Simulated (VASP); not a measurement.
# Si2Ni (Fm-3m) in VASP: a series of runs

Si2Ni is run at these levels: PBE; tasks: single point.

Everything below comes from runs of VASP 6.6.1. Logs are shortened: lines on timing, memory, paths and dates and some standing lists are left out, and cuts for length are marked.

## 1. The cell of the first run

The structure is cubic, space group Fm-3m (No. 225). Conventional cell: a = 5.656 Å, b = 5.656 Å, c = 5.656 Å, α = 90.00°, β = 90.00°, γ = 90.00°. Si (site symmetry -43m) has 4 Ni at 2.45 Å and 6 Si at 2.83 Å within 3.2 Å. Ni (site symmetry m-3m) has 8 Si at 2.45 Å within 3.2 Å.

## 2. Single point, PBE (15.08 Å³/atom)

INCAR reads:

```
SYSTEM = Si2Ni
PREC = Accurate ; ENCUT = 520
EDIFF = 1E-7 ; ISMEAR = 0
SIGMA = 0.15 ; LREAL = .FALSE.
LASPH = .TRUE. ; NELM = 80
ALGO = Normal ; ISIF = 2
LWAVE = .FALSE. ; LCHARG = .FALSE.
GGA = PE ; NBANDS = 16
```

KPOINTS reads:

```
Automatic mesh
0
G
  14 14 14
  0 0 0
```

POSCAR reads:

```
Si2Ni
1.0
    0.0000000000      2.8279930165      2.8279930165
    2.8279930165      0.0000000000      2.8279930165
    2.8279930165      2.8279930165      0.0000000000
Si Ni
2 1
Direct
    0.2500000000      0.2500000000      0.2500000000
    0.7500000000      0.7500000000      0.7500000000
    0.0000000000      0.0000000000      0.0000000000
```

Potentials or basis: VASP PAW PBE potentials, release 64 (Si, Ni).

Launch:

```sh
$ cat potpaw_PBE.64/Si/POTCAR potpaw_PBE.64/Ni/POTCAR > POTCAR
$ mpirun -np 1 vasp_std > vasp.out
```

OUTCAR:

```text
SYSTEM = Si2Ni
   PREC = Accurate
   ENCUT = 520
   EDIFF = 1E-7
   ISMEAR = 0
   LREAL = .FALSE.
   LASPH = .TRUE.
   NELM = 80
   ISIF = 2
   GGA = PE

 ion  position               nearest neighbor table
   1  0.250  0.250  0.250-   3 2.45   3 2.45   3 2.45   3 2.45   2 2.83   2 2.83   2 2.83   2 2.83
                             2 2.83   2 2.83
   2  0.750  0.750  0.750-   3 2.45   3 2.45   3 2.45   3 2.45   1 2.83   1 2.83   1 2.83   1 2.83
                             1 2.83   1 2.83
   3  0.000  0.000  0.000-   1 2.45   2 2.45   2 2.45   2 2.45   2 2.45   1 2.45   1 2.45   1 2.45

  LATTYP: Found a face centered cubic cell.
 ALAT       =     5.6559860330

  Lattice vectors:

 A1 = (   0.0000000000,   2.8279930165,   2.8279930165)
 A2 = (   2.8279930165,   0.0000000000,   2.8279930165)
 A3 = (   2.8279930165,   2.8279930165,   0.0000000000)

Analysis of symmetry for initial positions (statically):
=====================================================================
 Subroutine PRICEL returns:
 Original cell was already a primitive cell.

 Routine SETGRP: Setting up the symmetry group for a
 face centered cubic supercell.

 Subroutine GETGRP returns: Found 48 space group operations
 (whereof 48 operations were pure point group operations)
 out of a pool of 48 trial point group operations.

The static configuration has the point symmetry O_h .

Analysis of symmetry for dynamics (positions and initial velocities):
=====================================================================
 Subroutine PRICEL returns:
 Original cell was already a primitive cell.

 Routine SETGRP: Setting up the symmetry group for a
 face centered cubic supercell.

 Subroutine GETGRP returns: Found 48 space group operations
 (whereof 48 operations were pure point group operations)
 out of a pool of 48 trial point group operations.

The dynamic configuration has the point symmetry O_h .

 Subroutine INISYM returns: Found 48 space group operations
 (whereof 48 operations are pure point group operations),
 and found     1 'primitive' translations

----------------------------------------------------------------------------------------

                                     Primitive cell

  volume of cell :      45.2340

  direct lattice vectors                    reciprocal lattice vectors
     0.000000000  2.827993016  2.827993016    -0.176803831  0.176803831  0.176803831
     2.827993016  0.000000000  2.827993016     0.176803831 -0.176803831  0.176803831
     2.827993016  2.827993016  0.000000000     0.176803831  0.176803831 -0.176803831

  length of vectors
     3.999386078  3.999386078  3.999386078     0.306233219  0.306233219  0.306233219

  position of ions in fractional coordinates (direct lattice)
     0.250000000  0.250000000  0.250000000
     0.750000000  0.750000000  0.750000000
     0.000000000  0.000000000  0.000000000

  ion indices of the primitive-cell ions
   primitive index   ion index
                 1           1
                 2           2
                 3           3

----------------------------------------------------------------------------------------

 KPOINTS: Automatic mesh

Automatic generation of k-mesh.
 Grid dimensions read from file:
 generate k-points for:   14   14   14

 Generating k-lattice:

  Cartesian coordinates                     Fractional coordinates (reciprocal lattice)
    -0.012628845  0.012628845  0.012628845     0.071428571  0.000000000  0.000000000
     0.012628845 -0.012628845  0.012628845     0.000000000  0.071428571  0.000000000
     0.012628845  0.012628845 -0.012628845     0.000000000  0.000000000  0.071428571

  Length of vectors
     0.021873801  0.021873801  0.021873801

  Shift w.r.t. Gamma in fractional coordinates (k-lattice)
     0.000000000  0.000000000  0.000000000

 Subroutine IBZKPT returns following result:
 ===========================================

 Found    104 irreducible k-points:

 Following reciprocal coordinates:
            Coordinates               Weight
  0.000000  0.000000  0.000000      1.000000
  0.071429  0.000000  0.000000      8.000000
  0.142857  0.000000  0.000000      8.000000
  0.214286  0.000000  0.000000      8.000000
  0.285714  0.000000  0.000000      8.000000
  0.357143  0.000000  0.000000      8.000000
[... 16 lines left out ...]
  0.214286  0.142857  0.000000     24.000000
  0.285714  0.142857  0.000000     24.000000
 [... further k-points ...]
   k-points           NKPTS =    104   k-points in BZ     NKDIM =    104   number of bands    NBANDS=     16
   number of dos      NEDOS =    301   number of ions     NIONS =      3
   total plane-waves  NPLWV =  27000
   dimension x,y,z NGX =    30 NGY =   30 NGZ =   30
   dimension x,y,z NGXF=    60 NGYF=   60 NGZF=   60
   ions per type =               2   1
   NGX,Y,Z   is equivalent  to a cutoff of  12.47, 12.47, 12.47 a.u.
   NGXF,Y,Z  is equivalent  to a cutoff of  24.94, 24.94, 24.94 a.u.
 SYSTEM =  Si2Ni
   PREC   = accura    normal or accurate (medium, high low for compatibility)
   ISTART =      0    job   : 0-new  1-cont  2-samecut
   ICHARG =      2    charge: 1-file 2-atom 10-const
   ISPIN  =      1    spin polarized calculation?
   LNONCOLLINEAR =      F non collinear calculations
   LSORBIT =      F    spin-orbit coupling
   LASPH  =      T    aspherical Exc in radial PAW
   ENCUT  =  520.0 eV  38.22 Ry    6.18 a.u.   7.44  7.44  7.44*2*pi/ulx,y,z
   NELM   =     80;   NELMIN=  2; NELMDL= -5     # of ELM steps
   EDIFF  = 0.1E-06   stopping-criterion for ELM
   LREAL  =      F    real-space projection
   EDIFFG = 0.1E-05   stopping-criterion for IOM
   NSW    =      0    number of steps for IOM
   IBRION =     -1    ionic relax: 0-MD 1-quasi-New 2-CG
   NFREE  =      0    steps in history (QN), initial steepest desc. (CG)
   ISIF   =      2    stress and relaxation
   ISYM   =      2    0-nonsym 1-usesym 2-fastsym
   POTIM  = 0.5000    time-step for ionic-motion
   TEBEG  =    0.0;   TEEND  =   0.0 temperature during run
   PSTRESS=    0.0 pullay stress
   NELECT =      18.0000    total number of electrons
   NUPDOWN=      -1.0000    fix difference up-down
   EMIN   =  10.00;   EMAX   =-10.00  energy-range for DOS
   EFERMI =   0.00;   METHOD = LEGACY
   ISMEAR =     0;   SIGMA  =   0.15  broadening in eV -4-tet -1-fermi 0-gaus
   EFERMI_NEDOS =   21; number of points for ismear=-14 and -15
   IALGO  =     38    algorithm
   IMIX   =      4    mixing-type and parameters
     AMIX     =   0.40;   BMIX     =  1.00
     AMIX_MAG =   1.60;   BMIX_MAG =  1.00
  volume/ion in A,a.u.               =      15.08       101.75
  Fermi-wavevector in a.u.,A,eV,Ry     =   1.204141  2.275496 19.727842  1.449955
  Thomas-Fermi vector in A             =   2.339874
   LORBIT       =      0    0 simple, 1 ext, 2 COOP (PROOUT), +10 PAW based schemes
   GGA     = PE    functional components
   LHFCALC =     F    Hartree Fock is set to
   AEXX    =    0.0000 exact exchange contribution
   IVDW    =     0    specifies the selected vdW correction
   LEPSILON=     F    determine dielectric tensor
   LRPA    =     F    only Hartree local field effects (RPA)
 non-spin polarized calculation
 Gauss-broadening in eV      SIGMA  =   0.15
  energy-cutoff  :      520.00
  volume of cell :       45.23
 maximum number of plane-waves:      1243
 NGX is ok and might be reduce to    30
   NGX = 15   NGY = 15   NGZ = 15

 number of electron      17.9999996 magnetization

 Free energy of the ion-electron system (eV)
  ---------------------------------------------------
  ext. energy  EPLUGINS =         0.00000000
  ---------------------------------------------------
  free energy    TOTEN  =       -17.16260717 eV

  energy without entropy =      -17.15095942  energy(sigma->0) =      -17.15678330

 E-fermi :   8.4466     XC(G=0): -10.9753

 val. band max:        8.4302178359   @ k =   0.3571   0.2143   0.0000
 cond. band min:       8.4466820031   @ k =  -0.4286   0.4286   0.0714
 fundamental gap:      0.0164641672
 Fermi energy:         8.4465907031

 k-point     1 :       0.0000    0.0000    0.0000
  band No.  band energies     occupation
      1      -4.0604      2.00000
      2       4.1906      2.00000
      3       4.1906      2.00000
      4       4.1906      2.00000
      5       5.7378      2.00000
      6       5.7378      2.00000
[... 8 lines left out ...]
     15      13.0330      0.00000
     16      13.0330      0.00000

 k-point     2 :       0.0714    0.0000    0.0000
  band No.  band energies     occupation
      1      -3.9923      2.00000
      2       3.9913      2.00000
      3       4.2123      2.00000
      4       4.2123      2.00000
      5       5.7256      2.00000
      6       5.7256      2.00000
[... 8 lines left out ...]
     15      12.8593      0.00000
     16      12.9485      0.00000

 k-point     3 :       0.1429    0.0000    0.0000
  band No.  band energies     occupation
      1      -3.7886      2.00000
      2       3.4691      2.00000
      3       4.2741      2.00000
      4       4.2741      2.00000
      5       5.6962      2.00000
      6       5.6962      2.00000
[... 8 lines left out ...]
     15      12.8986      0.00000
     16      13.1185      0.00000

 k-point     4 :       0.2143    0.0000    0.0000
  band No.  band energies     occupation
      1      -3.4519      2.00000
      2       2.7389      2.00000
      3       4.3643      2.00000
      4       4.3643      2.00000
      5       5.6695      2.00000
      6       5.6695      2.00000
[... 8 lines left out ...]
     15      13.5342      0.00000
     16      13.8814      0.00000

 k-point     5 :       0.2857    0.0000    0.0000
  band No.  band energies     occupation
      1      -2.9869      2.00000
      2       1.8803      2.00000
      3       4.4622      2.00000
      4       4.4622      2.00000
      5       5.6741      2.00000
      6       5.6741      2.00000
[... 8 lines left out ...]
     15      14.4612      0.00000
     16      14.7721      0.00000

 k-point     6 :       0.3571    0.0000    0.0000
  band No.  band energies     occupation
      1      -2.4019      2.00000
      2       0.9616      2.00000
      3       4.5423      2.00000
      4       4.5423      2.00000
      5       5.7314      2.00000
      6       5.7314      2.00000
[... 8 lines left out ...]
     15      15.5355      0.00000
     16      15.7723      0.00000
[... 267 lines left out ...]
 k-point    21 :      -0.0714    0.0714    0.0000
  band No.  band energies     occupation
      1      -3.8790      2.00000
      2       3.7233      2.00000
      3       4.1944      2.00000
      4       4.2718      2.00000
      5       5.6743      2.00000
      6       5.7382      2.00000
[... 8 lines left out ...]
     15      12.6662      0.00000
     16      13.4196      0.00000

 k-point    22 :       0.1429    0.1429    0.0000
  band No.  band energies     occupation
      1      -3.6983      2.00000
      2       3.4999      2.00000
      3       4.2167      2.00000
      4       4.2167      2.00000
      5       5.5193      2.00000
      6       5.7952      2.00000
[... 8 lines left out ...]
     15      13.8926      0.00000
     16      13.8926      0.00000

 k-point    23 :       0.2143    0.1429    0.0000
  band No.  band energies     occupation
      1      -3.4516      2.00000
      2       3.0851      2.00000
      3       4.2517      2.00000
      4       4.2767      2.00000
      5       5.3890      2.00000
      6       5.8165      2.00000
[... 8 lines left out ...]
     15      14.5420      0.00000
     16      14.5923      0.00000

 k-point    24 :       0.2857    0.1429    0.0000
  band No.  band energies     occupation
      1      -3.0744      2.00000
      2       2.4455      2.00000
      3       4.3205      2.00000
      4       4.3682      2.00000
      5       5.2629      2.00000
      6       5.8376      2.00000
[... 8 lines left out ...]
     15      15.4227      0.00000
     16      15.5224      0.00000

 [... further k-points ...]

------------------------ aborting loop because EDIFF is reached ----------------------------------------

  FORCE on cell =-STRESS in cart. coord.  units (eV):
  Direction    XX          YY          ZZ          XY          YZ          ZX
  --------------------------------------------------------------------------------------
  -------------------------------------------------------------------------------------
  Total       -3.5515256     -3.5515256     -3.5515256      0.0000000      0.0000000     -0.0000000
  in kB     -125.7941782   -125.7941782   -125.7941782      0.0000000      0.0000000     -0.0000000
  external PRESSURE =    -125.7941782 kB  Pullay stress =       0.0000000 kB

 VOLUME and BASIS-vectors are now :
 -----------------------------------------------------------------------------
  energy-cutoff  :      520.00
  volume of cell :       45.23
      direct lattice vectors                 reciprocal lattice vectors
     0.000000000  2.827993016  2.827993016    -0.176803831  0.176803831  0.176803831
     2.827993016  0.000000000  2.827993016     0.176803831 -0.176803831  0.176803831
     2.827993016  2.827993016  0.000000000     0.176803831  0.176803831 -0.176803831

 POSITION                                       TOTAL-FORCE (eV/Angst)
 -----------------------------------------------------------------------------------
      1.41400      1.41400      1.41400        -0.000000     -0.000000     -0.000000
      4.24199      4.24199      4.24199         0.000000      0.000000      0.000000
      0.00000      0.00000      0.00000         0.000000      0.000000      0.000000
 -----------------------------------------------------------------------------------
    total drift:                                0.000000     -0.000000     -0.000000

  FREE ENERGIE OF THE ION-ELECTRON SYSTEM (eV)
  ---------------------------------------------------
  free  energy   TOTEN  =       -17.1626071707 eV

  energy  without entropy=      -17.1509594194  energy(sigma->0) =      -17.15678330
```

Wall time 2 min (1 thread of Intel Xeon Platinum 8259CL at 2.50GHz (Skylake/Cascade Lake), shared host); peak memory 0.21 GiB.

Results:

```yaml
Free_energy: -17.1626 eV
Pressure: -12.6 GPa
Band_gap_on_the_k_mesh: zero (bands 9 and 10 overlap by 2.30 eV)
```

Caveat: the cell stands under tension. Spin polarisation is off, so any magnetic state and its effect on volume and gap are missing.

## 3. Single point, PBE (15.89 Å³/atom)

This run uses another cell than the first one, of 15.89 Å³/atom.

INCAR reads:

```
PREC     = Accurate       # precision mode
ENCUT    = 520            # plane-wave cutoff, eV
EDIFF    = 1E-6           # SCF threshold, eV
ISMEAR   = 0              # smearing method
SIGMA    = 0.15           # smearing width, eV
LREAL    = False          # projectors in reciprocal space
LASPH    = True           # aspherical terms in the spheres
NELM     = 100            # most SCF steps
ALGO     = Normal         # electronic algorithm
ISIF     = 2              # what is computed and relaxed
LWAVE    = False          # write WAVECAR
LCHARG   = True           # write CHGCAR
GGA      = PE             # functional
LELF     = True           # ELF
LVHAR    = True         
NBANDS   = 16             # bands
```

KPOINTS reads:

```
regular mesh
0
Gamma
  14 14 14
```

POSCAR reads:

```
Si2Ni
1.0
    0.0000000000      2.8776321201      2.8776321201
    2.8776321201      0.0000000000      2.8776321201
    2.8776321201      2.8776321201      0.0000000000
Si Ni
2 1
Direct
    0.2500000000      0.2500000000      0.2500000000
    0.7500000000      0.7500000000      0.7500000000
    0.0000000000      0.0000000000      0.0000000000
```

Potentials or basis: VASP PAW PBE potentials, release 64 (Si, Ni).

Launch:

```sh
$ cat potpaw_PBE.64/Si/POTCAR potpaw_PBE.64/Ni/POTCAR > POTCAR
$ mpirun -np 1 vasp_std > vasp.out
```

Run time: 1.8 min. Hardware: 1 thread of Intel Xeon Platinum 8259CL at 2.50GHz (Skylake/Cascade Lake), shared host; peak memory 0.22 GiB.

Results (log left out):

- Free energy: -16.9442 eV
- Pressure: -16.3 GPa
- Band gap on the k mesh: zero (bands 9 and 10 overlap by 2.22 eV)

Levels at points of the mesh, in eV from the Fermi level:
```tsv
k point	band 6	band 7	band 8	band 9	band 10	band 11	band 12	band 13
(0.00, 0.00, 0.00)	-2.45	-1.49	1.61	1.61	1.61	2.65	2.65	2.65
(0.50, 0.00, 0.00)	-2.33	-2.33	-0.85	-0.85	1.59	1.75	1.85	1.85
(0.50, 0.50, 0.00)	-2.58	-2.58	-2.43	-2.17	-0.46	1.91	7.05	7.05
```

Caveat: the cell stands under tension. Spin polarisation is off, so any magnetic state and its effect on volume and gap are missing.

## 4. Single point, PBE, collinear spin, ferromagnetic start (11.04 Å³/atom)

This run uses another cell than the first one, of 11.04 Å³/atom.

INCAR reads:

```
ALGO     = Normal         # electronic algorithm
EDIFF    = 1E-6           # SCF threshold, eV
ENCUT    = 520            # plane-wave cutoff, eV
GGA      = PE             # functional
ISIF     = 2              # what is computed and relaxed
ISMEAR   = 0              # smearing method
ISPIN    = 2              # spin polarisation
LASPH    = True           # aspherical terms in the spheres
LCHARG   = False          # write CHGCAR
LMAXMIX  = 4              # l up to which the mixer works
LORBIT   = 11             # projections on sites
LREAL    = False          # projectors in reciprocal space
LWAVE    = False          # write WAVECAR
MAGMOM   = 0 0 0.5        # initial moments
NBANDS   = 20             # bands
NELM     = 150            # most SCF steps
NUPDOWN  = 0.5            # fixed moment
PREC     = Accurate       # precision mode
SIGMA    = 0.15           # smearing width, eV
```

KPOINTS reads:

```
k-points
0
Gamma
  14 14 14
```

POSCAR reads:

```
Si2Ni
1.0
    0.0000000000      2.5488268344      2.5488268344
    2.5488268344      0.0000000000      2.5488268344
    2.5488268344      2.5488268344      0.0000000000
Si Ni
2 1
Direct
    0.2500000000      0.2500000000      0.2500000000
    0.7500000000      0.7500000000      0.7500000000
    0.0000000000      0.0000000000      0.0000000000
```

Launch:

```sh
$ cat potpaw_PBE.64/Si/POTCAR potpaw_PBE.64/Ni/POTCAR > POTCAR
$ mpirun -np 1 vasp_std > vasp.out
```

It took 3.1 min on 1 thread of Intel Xeon Platinum 8259CL at 2.50GHz (Skylake/Cascade Lake), shared host; peak memory 0.24 GiB.

The run converged. Its results:

- Free energy: -16.3477 eV
- Pressure: 47.2 GPa
- Net moment: 0.50 μB per cell
- Site moments: Si +0.06; Ni +0.24 μB
- Valence electrons inside the program's atomic spheres: Si 1.71; Ni 10.32

Caveat: the cell stands under pressure; the total moment is fixed, so each spin has its own Fermi level.

## 5. Single point, PBE, collinear spin, ferromagnetic start (11.04 Å³/atom)

This run uses another cell than the first one, of 11.04 Å³/atom.

INCAR reads:

```
PREC = Accurate ; ENCUT = 520
EDIFF = 1E-7 ; ISMEAR = 0
SIGMA = 0.15 ; LREAL = F
LASPH = T ; NELM = 150
ALGO = Normal ; ISIF = 2
LWAVE = F ; LCHARG = T
ISPIN = 2 ; MAGMOM = 0 0 0.75
LORBIT = 11 ; NUPDOWN = 0.75
LMAXMIX = 4 ; GGA = PE
LELF = T ; LVHAR = T
NBANDS = 20
```

KPOINTS reads:

```
Automatic mesh
0
Gamma
  14 14 14
```

POSCAR is that of step 4.

Launch:

```sh
$ cat potpaw_PBE.64/Si/POTCAR potpaw_PBE.64/Ni/POTCAR > POTCAR
$ mpirun -np 1 vasp_std > vasp.out
```

Wall time 3.9 min (1 thread of Intel Xeon Platinum 8259CL at 2.50GHz (Skylake/Cascade Lake), shared host); peak memory 0.24 GiB.

The run converged. Its results:

- Free energy: -16.1128 eV
- Pressure: 49.1 GPa
- Net moment: 0.75 μB per cell
- Site moments: Si +0.10; Ni +0.34 μB
- Valence electrons inside the program's atomic spheres: Si 1.71; Ni 10.31

Caveat: the cell stands under pressure; the total moment is fixed, so each spin has its own Fermi level.

## 6. The runs side by side

| spin | fixed moment (μB) | cell | gap on the mesh (eV) | pressure (GPa) | moment (μB) |
| --- | --- | --- | --- | --- | --- |
| off | - | a = 3.999 Å, angles 60.0°, 3 atoms | none | -12.6 | - |
| off | - | a = 4.070 Å, angles 60.0°, 3 atoms | none | -16.3 | - |
| collinear, ferromagnetic start | 0.5 | a = 3.605 Å, angles 60.0°, 3 atoms | - | 47.2 | 0.50 |
| collinear, ferromagnetic start | 0.75 | a = 3.605 Å, angles 60.0°, 3 atoms | - | 49.1 | 0.75 |

Alike in all rows: task single point; level PBE; potentials or basis VASP PAW PBE potentials, release 64 (Si, Ni); k mesh 14 × 14 × 14; cutoff (eV) 520; smearing gaussian 0.15 eV.

Caveats: the cell stands under tension (at least some runs); the cell stands under pressure (at least some runs); the total moment is fixed, so each spin has its own Fermi level (at least some runs).

Absolute energies hang on the potentials; compare differences alone.
